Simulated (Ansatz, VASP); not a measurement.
## Rh in VASP and in Ansatz

```
CELL_PARAMETERS angstrom
0.00000 1.88511 1.88511
1.88511 0.00000 1.88511
1.88511 1.88511 0.00000
ATOMIC_POSITIONS crystal
Rh 0.00000 0.00000 0.00000
```

Change from the starting cell: volume scaled by 0.98.

Alike in both runs: task single point; functional LDA; k mesh 12 × 12 × 12; occupations fermi-dirac, width 0.05 eV; no spin polarisation.

|  | VASP | Ansatz |
| --- | --- | --- |
| version | VASP 6.6.1 | Ansatz 0.2.0 |
| potentials or method | VASP PAW LDA potentials, release 64 (Rh_pv), cutoff 520 eV | all-electron LAPW, scalar-relativistic |

Ansatz gave:

| Property | Result |
| --- | --- |
| gap on the k mesh at the Fermi level (eV) | none |
| pressure (GPa) | -4.2 |

What did VASP give for the same quantities?

gap on the k mesh at the Fermi level (eV): none; pressure (GPa): -3.3.

LDA's correlation is that of Perdew and Zunger in VASP and of Perdew and Wang (1992) in Ansatz. A gap of «none» marks a metal or a gap that the smearing closes. Ansatz ran all-electron here, and VASP with PAW potentials.
